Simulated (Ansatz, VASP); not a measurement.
# V in VASP and in Ansatz

File INCAR:

```
PREC     = Accurate       # precision mode
ENCUT    = 520            # plane-wave cutoff, eV
EDIFF    = 1E-6           # SCF threshold, eV
ISMEAR   = 0              # smearing method
SIGMA    = 0.15           # smearing width, eV
LREAL    = F              # projectors in reciprocal space
LASPH    = T              # aspherical terms in the spheres
NELM     = 80             # most SCF steps
ALGO     = Fast           # electronic algorithm
ISIF     = 2              # what is computed and relaxed
LWAVE    = F              # write WAVECAR
LCHARG   = T              # write CHGCAR
GGA      = PE             # functional
LELF     = T              # ELF
LVHAR    = T            
NBANDS   = 12             # bands
```

Contents of KPOINTS:

```
Automatic mesh
0
Gamma
  24 24 24
```

The input POSCAR:

```
V
1.0
    0.0000000000      1.9484081545      1.7925355022
    1.9484081545      0.0000000000      1.7925355022
    1.9484081545      1.9484081545      0.0000000000
V
1
Direct
    0.0000000000      0.0000000000      0.0000000000
```

Input for Ansatz:

```yaml
crystal:
  lattice:
    - [0.0, 1.9484081545, 1.7925355022]
    - [1.9484081545, 0.0, 1.7925355022]
    - [1.9484081545, 1.9484081545, 0.0]
  atoms:
    - { symbol: V, position: [0.0, 0.0, 0.0] }
basis:
  ecutwfc: 420
kpoints:
  mp_grid: { grid: [24, 24, 24] }
hamiltonian:
  xc: pbe
scf:
  occupations: { method: gaussian, width: 0.15 }
output:
  forces: true
  stress: true
  eigenvalues: true
```

Alike in both runs: task single point; functional PBE; k mesh 24 × 24 × 24; occupations gaussian, width 0.15 eV; no spin polarisation.

```csv
,VASP,Ansatz
version,VASP 6.6.1,Ansatz 0.2.0
potentials or method,"VASP PAW PBE potentials, release 64 (V_sv), cutoff 520 eV","scalar-relativistic, plane waves, PAW"
valence electrons in the cell,13,13
```

|  | VASP | Ansatz | Ansatz less VASP |
| --- | --- | --- | --- |
| gap on the k mesh at the Fermi level (eV) | none | none | - |
| pressure (GPa) | 2.9 | 2.6 | -0.30 |
| traceless stress, the component that is largest in VASP (GPa) | -11.96 | -11.97 | -0.007 |

A gap of «none» marks a metal or a gap that the smearing closes.
